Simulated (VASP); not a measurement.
# KF (Pm-3m) in VASP: single point with PBEsol

Aim: the single point of KF with PBEsol.

All numbers are computed with VASP 6.6.1; they aren't measurements. Logs are shortened: lines on timing, memory, paths and dates and some standing lists are left out, and cuts for length are marked.

## Step 1: The cell of the first run

The structure is cubic, space group Pm-3m (No. 221). The conventional cell has a = 3.259 Å, b = 3.259 Å, c = 3.259 Å, α = 90.00°, β = 90.00°, γ = 90.00°. Within 3.7 Å of K (site symmetry m-3m) lie 8 F at 2.82 Å and 6 K at 3.26 Å. F (site symmetry m-3m) has 8 K at 2.82 Å and 6 F at 3.26 Å within 3.7 Å.

## Step 2: Single point, PBEsol

INCAR

```
SYSTEM = KF
PREC     = Accurate       ! precision mode
ENCUT    = 600            ! plane-wave cutoff, eV
EDIFF    = 1E-6           ! SCF threshold, eV
ISMEAR   = 0              ! smearing method
SIGMA    = 0.01           ! smearing width, eV
LREAL    = .FALSE.        ! projectors in reciprocal space
LASPH    = .TRUE.         ! aspherical terms in the spheres
NELM     = 120            ! most SCF steps
ALGO     = Normal         ! electronic algorithm
ISIF     = 2              ! what is computed and relaxed
LWAVE    = .FALSE.        ! write WAVECAR
LCHARG   = .FALSE.        ! write CHGCAR
GGA      = PS             ! functional
NBANDS   = 15             ! bands
GGA_COMPAT= .FALSE.
```

KPOINTS

```
regular mesh
0
G
  4 4 4
  0 0 0
```

POSCAR

```
KF
1.0
    3.2589550000      0.0000000000      0.0000000000
    0.0000000000      3.2589550000      0.0000000000
    0.0000000000      0.0000000000      3.2589550000
K F
1 1
Direct
    0.0000000000      0.0000000000      0.0000000000
    0.5000000000      0.5000000000      0.5000000000
```

Potentials or basis: VASP PAW PBE potentials, release 64 (K_sv, F).

Run with:

```bash
cat potpaw_PBE.64/K_sv/POTCAR potpaw_PBE.64/F/POTCAR > POTCAR
mpirun -np 1 vasp_std > vasp.out
```

OUTCAR:

```text
SYSTEM = KF
   PREC = Accurate
   ENCUT = 600
   EDIFF = 1E-6
   ISMEAR = 0
   LREAL = .FALSE.
   LASPH = .TRUE.
   NELM = 120
   ISIF = 2
   GGA = PS

 ion  position               nearest neighbor table
   1  0.000  0.000  0.000-   2 2.82   2 2.82   2 2.82   2 2.82   2 2.82   2 2.82   2 2.82   2 2.82

   2  0.500  0.500  0.500-   1 2.82   1 2.82   1 2.82   1 2.82   1 2.82   1 2.82   1 2.82   1 2.82

  LATTYP: Found a simple cubic cell.
 ALAT       =     3.2589550000

  Lattice vectors:

 A1 = (   3.2589550000,   0.0000000000,   0.0000000000)
 A2 = (   0.0000000000,   3.2589550000,   0.0000000000)
 A3 = (   0.0000000000,   0.0000000000,   3.2589550000)

Analysis of symmetry for initial positions (statically):
=====================================================================
 Subroutine PRICEL returns:
 Original cell was already a primitive cell.

 Routine SETGRP: Setting up the symmetry group for a
 simple cubic supercell.

 Subroutine GETGRP returns: Found 48 space group operations
 (whereof 48 operations were pure point group operations)
 out of a pool of 48 trial point group operations.

The static configuration has the point symmetry O_h .

Analysis of symmetry for dynamics (positions and initial velocities):
=====================================================================
 Subroutine PRICEL returns:
 Original cell was already a primitive cell.

 Routine SETGRP: Setting up the symmetry group for a
 simple cubic supercell.

 Subroutine GETGRP returns: Found 48 space group operations
 (whereof 48 operations were pure point group operations)
 out of a pool of 48 trial point group operations.

The dynamic configuration has the point symmetry O_h .

 Subroutine INISYM returns: Found 48 space group operations
 (whereof 48 operations are pure point group operations),
 and found     1 'primitive' translations

----------------------------------------------------------------------------------------

                                     Primitive cell

  volume of cell :      34.6127

  direct lattice vectors                    reciprocal lattice vectors
     3.258955000  0.000000000  0.000000000     0.306846827  0.000000000  0.000000000
     0.000000000  3.258955000  0.000000000     0.000000000  0.306846827  0.000000000
     0.000000000  0.000000000  3.258955000     0.000000000  0.000000000  0.306846827

  length of vectors
     3.258955000  3.258955000  3.258955000     0.306846827  0.306846827  0.306846827

  position of ions in fractional coordinates (direct lattice)
     0.000000000  0.000000000  0.000000000
     0.500000000  0.500000000  0.500000000

  ion indices of the primitive-cell ions
   primitive index   ion index
                 1           1
                 2           2

----------------------------------------------------------------------------------------

 KPOINTS: regular mesh

Automatic generation of k-mesh.
 Grid dimensions read from file:
 generate k-points for:    4    4    4

 Generating k-lattice:

  Cartesian coordinates                     Fractional coordinates (reciprocal lattice)
     0.076711707  0.000000000  0.000000000     0.250000000  0.000000000  0.000000000
     0.000000000  0.076711707  0.000000000     0.000000000  0.250000000  0.000000000
     0.000000000  0.000000000  0.076711707     0.000000000  0.000000000  0.250000000

  Length of vectors
     0.076711707  0.076711707  0.076711707

  Shift w.r.t. Gamma in fractional coordinates (k-lattice)
     0.000000000  0.000000000  0.000000000

 Subroutine IBZKPT returns following result:
 ===========================================

 Found     10 irreducible k-points:

 Following reciprocal coordinates:
            Coordinates               Weight
  0.000000  0.000000  0.000000      1.000000
  0.250000  0.000000  0.000000      6.000000
  0.500000  0.000000  0.000000      3.000000
  0.250000  0.250000  0.000000     12.000000
  0.500000  0.250000  0.000000     12.000000
  0.500000  0.500000  0.000000      3.000000
  0.250000  0.250000  0.250000      8.000000
  0.500000  0.250000  0.250000     12.000000
  0.500000  0.500000  0.250000      6.000000
  0.500000  0.500000  0.500000      1.000000
   k-points           NKPTS =     10   k-points in BZ     NKDIM =     10   number of bands    NBANDS=     15
   number of dos      NEDOS =    301   number of ions     NIONS =      2
   total plane-waves  NPLWV =  21952
   dimension x,y,z NGX =    28 NGY =   28 NGZ =   28
   dimension x,y,z NGXF=    56 NGYF=   56 NGZF=   56
   ions per type =               1   1
   NGX,Y,Z   is equivalent  to a cutoff of  14.28, 14.28, 14.28 a.u.
   NGXF,Y,Z  is equivalent  to a cutoff of  28.57, 28.57, 28.57 a.u.
 SYSTEM =  KF
   PREC   = accura    normal or accurate (medium, high low for compatibility)
   ISTART =      0    job   : 0-new  1-cont  2-samecut
   ICHARG =      2    charge: 1-file 2-atom 10-const
   ISPIN  =      1    spin polarized calculation?
   LNONCOLLINEAR =      F non collinear calculations
   LSORBIT =      F    spin-orbit coupling
   LASPH  =      T    aspherical Exc in radial PAW
   ENCUT  =  600.0 eV  44.10 Ry    6.64 a.u.   6.51  6.51  6.51*2*pi/ulx,y,z
   NELM   =    120;   NELMIN=  2; NELMDL= -5     # of ELM steps
   EDIFF  = 0.1E-05   stopping-criterion for ELM
   LREAL  =      F    real-space projection
   EDIFFG = 0.1E-04   stopping-criterion for IOM
   NSW    =      0    number of steps for IOM
   IBRION =     -1    ionic relax: 0-MD 1-quasi-New 2-CG
   NFREE  =      0    steps in history (QN), initial steepest desc. (CG)
   ISIF   =      2    stress and relaxation
   ISYM   =      2    0-nonsym 1-usesym 2-fastsym
   POTIM  = 0.5000    time-step for ionic-motion
   TEBEG  =    0.0;   TEEND  =   0.0 temperature during run
   PSTRESS=    0.0 pullay stress
   NELECT =      16.0000    total number of electrons
   NUPDOWN=      -1.0000    fix difference up-down
   EMIN   =  10.00;   EMAX   =-10.00  energy-range for DOS
   EFERMI =   0.00;   METHOD = LEGACY
   ISMEAR =     0;   SIGMA  =   0.01  broadening in eV -4-tet -1-fermi 0-gaus
   EFERMI_NEDOS =   21; number of points for ismear=-14 and -15
   IALGO  =     38    algorithm
   IMIX   =      4    mixing-type and parameters
     AMIX     =   0.40;   BMIX     =  1.00
     AMIX_MAG =   1.60;   BMIX_MAG =  1.00
  volume/ion in A,a.u.               =      17.31       116.79
  Fermi-wavevector in a.u.,A,eV,Ry     =   1.265814  2.392041 21.800402  1.602284
  Thomas-Fermi vector in A             =   2.399047
   LORBIT       =      0    0 simple, 1 ext, 2 COOP (PROOUT), +10 PAW based schemes
   GGA     = PS    functional components
   LHFCALC =     F    Hartree Fock is set to
   AEXX    =    0.0000 exact exchange contribution
   IVDW    =     0    specifies the selected vdW correction
   LEPSILON=     F    determine dielectric tensor
   LRPA    =     F    only Hartree local field effects (RPA)
 non-spin polarized calculation
 Gauss-broadening in eV      SIGMA  =   0.01
  energy-cutoff  :      600.00
  volume of cell :       34.61
 maximum number of plane-waves:      1189
 NGX is ok and might be reduce to    28
   NGX = 13   NGY = 13   NGZ = 13

 number of electron      16.0000012 magnetization

 Free energy of the ion-electron system (eV)
  ---------------------------------------------------
  ext. energy  EPLUGINS =         0.00000000
  ---------------------------------------------------
  free energy    TOTEN  =        -8.34070532 eV

  energy without entropy =       -8.34070532  energy(sigma->0) =       -8.34070532

 E-fermi :  -2.0180     XC(G=0):  -9.2551

 val. band max:       -2.1517454255   @ k =   0.5000   0.5000   0.0000
 cond. band min:       3.9449176628   @ k =   0.0000   0.0000   0.0000
 fundamental gap:      6.0966630883
 Fermi energy:        -2.0180376784

 k-point     1 :       0.0000    0.0000    0.0000
  band No.  band energies     occupation
      1     -28.9856      2.00000
      2     -20.9287      2.00000
      3     -12.0755      2.00000
      4     -12.0755      2.00000
      5     -12.0755      2.00000
      6      -2.2044      2.00000
      7      -2.2044      2.00000
      8      -2.2044      2.00000
      9       3.9449      0.00000
     10       6.0579      0.00000
     11       6.0579      0.00000
     12      11.6998      0.00000
     13      11.6998      0.00000
     14      11.6998      0.00000
     15      18.5832      0.00000

 k-point     2 :       0.2500    0.0000    0.0000
  band No.  band energies     occupation
      1     -28.9218      2.00000
      2     -20.9428      2.00000
      3     -12.4351      2.00000
      4     -12.0192      2.00000
      5     -12.0192      2.00000
      6      -2.8607      2.00000
      7      -2.2591      2.00000
      8      -2.2591      2.00000
      9       5.3928      0.00000
     10       6.5092      0.00000
     11       7.2966      0.00000
     12      10.8701      0.00000
     13      10.8701      0.00000
     14      11.8697      0.00000
     15      15.9531      0.00000

 k-point     3 :       0.5000    0.0000    0.0000
  band No.  band energies     occupation
      1     -28.8565      2.00000
      2     -20.9605      2.00000
      3     -12.7641      2.00000
      4     -11.9617      2.00000
      5     -11.9617      2.00000
      6      -3.4007      2.00000
      7      -2.3177      2.00000
      8      -2.3177      2.00000
      9       7.0839      0.00000
     10       7.1007      0.00000
     11       8.5547      0.00000
     12      10.2432      0.00000
     13      10.2432      0.00000
     14      12.0512      0.00000
     15      14.3878      0.00000
[... 91 lines left out ...]
 k-point     9 :       0.5000    0.5000    0.2500
  band No.  band energies     occupation
      1     -28.7011      2.00000
      2     -20.7984      2.00000
      3     -12.7656      2.00000
      4     -12.7656      2.00000
      5     -12.2837      2.00000
      6      -2.9872      2.00000
      7      -2.9872      2.00000
      8      -2.7183      2.00000
      9       7.2151      0.00000
     10       8.7099      0.00000
     11       8.7674      0.00000
     12       8.7674      0.00000
     13      12.5892      0.00000
     14      12.5892      0.00000
     15      13.3497      0.00000

 k-point    10 :       0.5000    0.5000    0.5000
  band No.  band energies     occupation
      1     -28.6512      2.00000
      2     -20.7585      2.00000
      3     -12.6616      2.00000
      4     -12.6616      2.00000
      5     -12.6616      2.00000
      6      -3.2062      2.00000
      7      -3.2062      2.00000
      8      -3.2062      2.00000
      9       8.2126      0.00000
     10       8.2126      0.00000
     11       8.2126      0.00000
     12      12.8781      0.00000
     13      12.8781      0.00000
     14      12.8781      0.00000
     15      13.4313      0.00000

------------------------ aborting loop because EDIFF is reached ----------------------------------------

  FORCE on cell =-STRESS in cart. coord.  units (eV):
  Direction    XX          YY          ZZ          XY          YZ          ZX
  --------------------------------------------------------------------------------------
  -------------------------------------------------------------------------------------
  Total       -0.5360866     -0.5360866     -0.5360866      0.0000000      0.0000000     -0.0000000
  in kB      -24.8147814    -24.8147814    -24.8147814      0.0000000      0.0000000     -0.0000000
  external PRESSURE =     -24.8147814 kB  Pullay stress =       0.0000000 kB

 VOLUME and BASIS-vectors are now :
 -----------------------------------------------------------------------------
  energy-cutoff  :      600.00
  volume of cell :       34.61
      direct lattice vectors                 reciprocal lattice vectors
     3.258955000  0.000000000  0.000000000     0.306846827  0.000000000  0.000000000
     0.000000000  3.258955000  0.000000000     0.000000000  0.306846827  0.000000000
     0.000000000  0.000000000  3.258955000     0.000000000  0.000000000  0.306846827

 POSITION                                       TOTAL-FORCE (eV/Angst)
 -----------------------------------------------------------------------------------
      0.00000      0.00000      0.00000         0.000000      0.000000      0.000000
      1.62948      1.62948      1.62948         0.000000      0.000000      0.000000
 -----------------------------------------------------------------------------------
    total drift:                                0.000000      0.000000      0.000000

  FREE ENERGIE OF THE ION-ELECTRON SYSTEM (eV)
  ---------------------------------------------------
  free  energy   TOTEN  =        -8.3407053196 eV

  energy  without entropy=       -8.3407053196  energy(sigma->0) =       -8.34070532
```

Run time: 7.9 s. Hardware: 1 thread of Intel Xeon 6975P-C (Granite Rapids), shared host; peak memory 0.15 GiB.

What came out:

| Property | Result |
| --- | --- |
| Free energy | -8.3407 eV |
| Pressure | -2.5 GPa |
| Band gap on the k mesh | 6.10 eV, indirect (least direct gap 6.15 eV) |

Levels at points of the mesh, in eV from the valence-band top:
```csv
k point,band 4,band 5,band 6,band 7,band 8,band 9,band 10,band 11,band 12,band 13
"(0.00, 0.00, 0.00)",-9.92,-9.92,-0.05,-0.05,-0.05,6.10,8.21,8.21,13.85,13.85
"(0.50, 0.00, 0.00)",-9.81,-9.81,-1.25,-0.17,-0.17,9.24,9.25,10.71,12.39,12.39
"(0.50, 0.50, 0.00)",-10.71,-9.73,-0.62,-0.62,0.00,8.37,8.89,11.84,11.84,14.07
"(0.50, 0.50, 0.50)",-10.51,-10.51,-1.05,-1.05,-1.05,10.36,10.36,10.36,15.03,15.03
```

Caveat: the k points lie up to 0.48 Å⁻¹ apart; the PAW data sets were made with another functional, which shifts forces and pressure a little.
